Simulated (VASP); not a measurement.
# CdSe (F-43m) in VASP: relaxation of cell and atoms with LDA

Aim: the relaxation of cell and atoms of CdSe with LDA.

All numbers are computed with VASP 6.6.1; they aren't measurements. Logs are shortened: lines on timing, memory, paths and dates and some standing lists are left out, and cuts for length are marked.

**1. The cell of the first run**

The structure is cubic, space group F-43m (No. 216). Conventional cell: a = 6.141 Å, b = 6.141 Å, c = 6.141 Å, α = 90.00°, β = 90.00°, γ = 90.00°. Cd (site symmetry -43m) has 4 Se at 2.66 Å within 3.5 Å. Se (site symmetry -43m) has 4 Cd at 2.66 Å within 3.5 Å.

**2. Relaxation of cell and atoms, LDA**

File INCAR:

```
SYSTEM = CdSe
PREC = Accurate
ENCUT = 600
EDIFF = 1E-7
ISMEAR = 0
SIGMA = 0.01
LREAL = .FALSE.
LASPH = .TRUE.
NELM = 60
ALGO = Normal
ISIF = 3
LWAVE = .FALSE.
LCHARG = .FALSE.
GGA = CA
IBRION = 2
NSW = 100
EDIFFG = -0.002
```

File KPOINTS:

```
Automatic mesh
0
G
  10 10 10
  0 0 0
```

File POSCAR:

```
CdSe
1.0
    0.0000000000      3.0702712000      3.0702712000
    3.0702712000      0.0000000000      3.0702712000
    3.0702712000      3.0702712000      0.0000000000
Cd Se
1 1
Direct
    0.0000000000      0.0000000000      0.0000000000
    0.2500000000      0.2500000000      0.2500000000
```

Potentials or basis: VASP PAW LDA potentials, release 64 (Cd, Se).

The run is started by

```sh
$ cat potpaw_LDA.64/Cd/POTCAR potpaw_LDA.64/Se/POTCAR > POTCAR
$ mpirun -np 1 vasp_std > vasp.out
```

OUTCAR:

```text
SYSTEM = CdSe
   PREC = Accurate
   ENCUT = 600
   EDIFF = 1E-7
   ISMEAR = 0
   LREAL = .FALSE.
   LASPH = .TRUE.
   NELM = 60
   ISIF = 3
   GGA = CA
   IBRION = 2
   NSW = 100
   EDIFFG = -0.002

 ion  position               nearest neighbor table
   1  0.000  0.000  0.000-   2 2.66   2 2.66   2 2.66   2 2.66
   2  0.250  0.250  0.250-   1 2.66   1 2.66   1 2.66   1 2.66

  LATTYP: Found a face centered cubic cell.
 ALAT       =     6.1405424000

  Lattice vectors:

 A1 = (   0.0000000000,   3.0702712000,   3.0702712000)
 A2 = (   3.0702712000,   0.0000000000,   3.0702712000)
 A3 = (   3.0702712000,   3.0702712000,   0.0000000000)

Analysis of symmetry for initial positions (statically):
=====================================================================
 Subroutine PRICEL returns:
 Original cell was already a primitive cell.

 Routine SETGRP: Setting up the symmetry group for a
 face centered cubic supercell.

 Subroutine GETGRP returns: Found 24 space group operations
 (whereof 24 operations were pure point group operations)
 out of a pool of 48 trial point group operations.

The static configuration has the point symmetry T_d .

Analysis of symmetry for dynamics (positions and initial velocities):
=====================================================================
 Subroutine PRICEL returns:
 Original cell was already a primitive cell.

 Routine SETGRP: Setting up the symmetry group for a
 face centered cubic supercell.

 Subroutine GETGRP returns: Found 24 space group operations
 (whereof 24 operations were pure point group operations)
 out of a pool of 48 trial point group operations.

The dynamic configuration has the point symmetry T_d .

 Subroutine INISYM returns: Found 24 space group operations
 (whereof 24 operations are pure point group operations),
 and found     1 'primitive' translations

----------------------------------------------------------------------------------------

                                     Primitive cell

  volume of cell :      57.8842

  direct lattice vectors                    reciprocal lattice vectors
     0.000000000  3.070271200  3.070271200    -0.162852063  0.162852063  0.162852063
     3.070271200  0.000000000  3.070271200     0.162852063 -0.162852063  0.162852063
     3.070271200  3.070271200  0.000000000     0.162852063  0.162852063 -0.162852063

  length of vectors
     4.342019171  4.342019171  4.342019171     0.282068048  0.282068048  0.282068048

  position of ions in fractional coordinates (direct lattice)
     0.000000000  0.000000000  0.000000000
     0.250000000  0.250000000  0.250000000

  ion indices of the primitive-cell ions
   primitive index   ion index
                 1           1
                 2           2

----------------------------------------------------------------------------------------

 KPOINTS: Automatic mesh

Automatic generation of k-mesh.
 Grid dimensions read from file:
 generate k-points for:   10   10   10

 Generating k-lattice:

  Cartesian coordinates                     Fractional coordinates (reciprocal lattice)
    -0.016285206  0.016285206  0.016285206     0.100000000  0.000000000  0.000000000
     0.016285206 -0.016285206  0.016285206     0.000000000  0.100000000  0.000000000
     0.016285206  0.016285206 -0.016285206     0.000000000  0.000000000  0.100000000

  Length of vectors
     0.028206805  0.028206805  0.028206805

  Shift w.r.t. Gamma in fractional coordinates (k-lattice)
     0.000000000  0.000000000  0.000000000

 Subroutine IBZKPT returns following result:
 ===========================================

 Found     47 irreducible k-points:

 Following reciprocal coordinates:
            Coordinates               Weight
  0.000000  0.000000  0.000000      1.000000
  0.100000  0.000000  0.000000      8.000000
  0.200000  0.000000  0.000000      8.000000
  0.300000  0.000000  0.000000      8.000000
  0.400000  0.000000  0.000000      8.000000
  0.500000  0.000000  0.000000      4.000000
[... 16 lines left out ...]
  0.300000  0.300000  0.000000      6.000000
  0.400000  0.300000  0.000000     24.000000
 [... further k-points ...]
   k-points           NKPTS =     47   k-points in BZ     NKDIM =     47   number of bands    NBANDS=     13
   number of dos      NEDOS =    301   number of ions     NIONS =      2
   total plane-waves  NPLWV =  46656
   dimension x,y,z NGX =    36 NGY =   36 NGZ =   36
   dimension x,y,z NGXF=    72 NGYF=   72 NGZF=   72
   ions per type =               1   1
   NGX,Y,Z   is equivalent  to a cutoff of  13.78, 13.78, 13.78 a.u.
   NGXF,Y,Z  is equivalent  to a cutoff of  27.57, 27.57, 27.57 a.u.
 SYSTEM =  CdSe
   PREC   = accura    normal or accurate (medium, high low for compatibility)
   ISTART =      0    job   : 0-new  1-cont  2-samecut
   ICHARG =      2    charge: 1-file 2-atom 10-const
   ISPIN  =      1    spin polarized calculation?
   LNONCOLLINEAR =      F non collinear calculations
   LSORBIT =      F    spin-orbit coupling
   LASPH  =      T    aspherical Exc in radial PAW
   ENCUT  =  600.0 eV  44.10 Ry    6.64 a.u.   8.67  8.67  8.67*2*pi/ulx,y,z
   NELM   =     60;   NELMIN=  2; NELMDL= -5     # of ELM steps
   EDIFF  = 0.1E-06   stopping-criterion for ELM
   LREAL  =      F    real-space projection
   EDIFFG = -.2E-02   stopping-criterion for IOM
   NSW    =    100    number of steps for IOM
   IBRION =      2    ionic relax: 0-MD 1-quasi-New 2-CG
   NFREE  =      1    steps in history (QN), initial steepest desc. (CG)
   ISIF   =      3    stress and relaxation
   ISYM   =      2    0-nonsym 1-usesym 2-fastsym
   POTIM  = 0.5000    time-step for ionic-motion
   TEBEG  =    0.0;   TEEND  =   0.0 temperature during run
   PSTRESS=    0.0 pullay stress
   NELECT =      18.0000    total number of electrons
   NUPDOWN=      -1.0000    fix difference up-down
   EMIN   =  10.00;   EMAX   =-10.00  energy-range for DOS
   EFERMI =   0.00;   METHOD = LEGACY
   ISMEAR =     0;   SIGMA  =   0.01  broadening in eV -4-tet -1-fermi 0-gaus
   EFERMI_NEDOS =   21; number of points for ismear=-14 and -15
   IALGO  =     38    algorithm
   IMIX   =      4    mixing-type and parameters
     AMIX     =   0.40;   BMIX     =  1.00
     AMIX_MAG =   1.60;   BMIX_MAG =  1.00
  volume/ion in A,a.u.               =      28.94       195.31
  Fermi-wavevector in a.u.,A,eV,Ry     =   1.109121  2.095935 16.737199  1.230149
  Thomas-Fermi vector in A             =   2.245657
   LORBIT       =      0    0 simple, 1 ext, 2 COOP (PROOUT), +10 PAW based schemes
   GGA     = CA    functional components
   LHFCALC =     F    Hartree Fock is set to
   AEXX    =    0.0000 exact exchange contribution
   IVDW    =     0    specifies the selected vdW correction
   LEPSILON=     F    determine dielectric tensor
   LRPA    =     F    only Hartree local field effects (RPA)
 conjugate gradient relaxation of ions
 non-spin polarized calculation
 Gauss-broadening in eV      SIGMA  =   0.01
  energy-cutoff  :      600.00
  volume of cell :       57.88
 maximum number of plane-waves:      1964
   NGX = 17   NGY = 17   NGZ = 17

--------------------------------------- Ionic step        1  -------------------------------------------

 number of electron      17.9999998 magnetization

 Free energy of the ion-electron system (eV)
  ---------------------------------------------------
  ext. energy  EPLUGINS =         0.00000000
  ---------------------------------------------------
  free energy    TOTEN  =        -6.73208171 eV

  energy without entropy =       -6.73208171  energy(sigma->0) =       -6.73208171

------------------------ aborting loop because EDIFF is reached ----------------------------------------

  FORCE on cell =-STRESS in cart. coord.  units (eV):
  Direction    XX          YY          ZZ          XY          YZ          ZX
  --------------------------------------------------------------------------------------
  -------------------------------------------------------------------------------------
  Total       -1.0601818     -1.0601818     -1.0601818      0.0000000     -0.0000000      0.0000000
  in kB      -29.3447702    -29.3447702    -29.3447702      0.0000000     -0.0000000      0.0000000
  external PRESSURE =     -29.3447702 kB  Pullay stress =       0.0000000 kB
[... 57 lines left out ...]
  energy  without entropy=       -6.7598219987  energy(sigma->0) =       -6.75982200

--------------------------------------- Ionic step        3  -------------------------------------------

 number of electron      18.0000003 magnetization

 Free energy of the ion-electron system (eV)
  ---------------------------------------------------
  ext. energy  EPLUGINS =         0.00000000
  ---------------------------------------------------
  free energy    TOTEN  =        -6.76370530 eV

  energy without entropy =       -6.76370530  energy(sigma->0) =       -6.76370530

 E-fermi :   1.1096     XC(G=0):  -9.4216

 val. band max:        1.0573900690   @ k =   0.0000   0.0000   0.0000
 cond. band min:       1.4810409073   @ k =   0.0000   0.0000   0.0000
 fundamental gap:      0.4236508383
 Fermi energy:         1.1096496094

 k-point     1 :       0.0000    0.0000    0.0000
  band No.  band energies     occupation
      1     -11.7606      2.00000
      2      -7.0025      2.00000
      3      -7.0025      2.00000
      4      -7.0025      2.00000
      5      -6.5901      2.00000
      6      -6.5901      2.00000
      7       1.0574      2.00000
      8       1.0574      2.00000
      9       1.0574      2.00000
     10       1.4810      0.00000
     11       6.8533      0.00000
     12       6.8533      0.00000
     13       6.8533      0.00000
[... 353 lines left out ...]
 k-point    24 :       0.4000    0.3000    0.0000
  band No.  band energies     occupation
      1     -11.3301      2.00000
      2      -6.8241      2.00000
      3      -6.7884      2.00000
      4      -6.7447      2.00000
      5      -6.5410      2.00000
      6      -6.4249      2.00000
      7      -2.6330      2.00000
      8      -0.7198      2.00000
      9      -0.5417      2.00000
     10       4.4431      0.00000
     11       5.0360      0.00000
     12       8.5079      0.00000
     13       9.6194      0.00000

 [... further k-points ...]

------------------------ aborting loop because EDIFF is reached ----------------------------------------

  FORCE on cell =-STRESS in cart. coord.  units (eV):
  Direction    XX          YY          ZZ          XY          YZ          ZX
  --------------------------------------------------------------------------------------
  -------------------------------------------------------------------------------------
  Total        0.0002669      0.0002669      0.0002669      0.0000000      0.0000000      0.0000000
  in kB        0.0078306      0.0078306      0.0078306      0.0000000      0.0000000      0.0000000
  external PRESSURE =       0.0078306 kB  Pullay stress =       0.0000000 kB
[... 17 lines left out ...]
  FREE ENERGIE OF THE ION-ELECTRON SYSTEM (eV)
  ---------------------------------------------------
  free  energy   TOTEN  =        -6.7637052953 eV

  energy  without entropy=       -6.7637052953  energy(sigma->0) =       -6.76370530

 reached required accuracy - stopping structural energy minimisation
```

It took 2.5 min on 1 thread of Intel Xeon 8259CL, shared host; peak memory 0.21 GiB.

Results:

```yaml
Free_energy: -6.7637 eV
Relaxed_volume: 27.31 Å³/atom
Relaxed_cell: a = 4.259 Å, b = 4.259 Å, c = 4.259 Å, α = 60.00°, β = 60.00°, γ = 60.00°
Space_group_after_relaxing_to_0.1_Å: F-43m (No. 216)
Energy_gained_by_relaxing: 15.8 meV/atom
Ionic_steps: 3
Pressure_after_relaxing: 0.0 GPa
Band_gap_on_the_k_mesh: 0.42 eV
```

Step by step:
```
step  energy change (eV)  largest force (eV/Å)  pressure (GPa)  volume (Å³)
   1              0.0000                0.0000           -2.93        57.88
   2             -0.0277                0.0000            1.20        53.56
   3             -0.0316                0.0000            0.00        54.62
```

Final structure:
```xyz
2
Lattice="0.0000 3.0114 3.0114 3.0114 0.0000 3.0114 3.0114 3.0114 0.0000" Properties=species:S:1:pos:R:3 pbc="T T T"
Cd    0.0000    0.0000    0.0000
Se    1.5057    1.5057    1.5057
```

Caveat: semilocal functionals underestimate gaps, and a narrow one can read as zero.
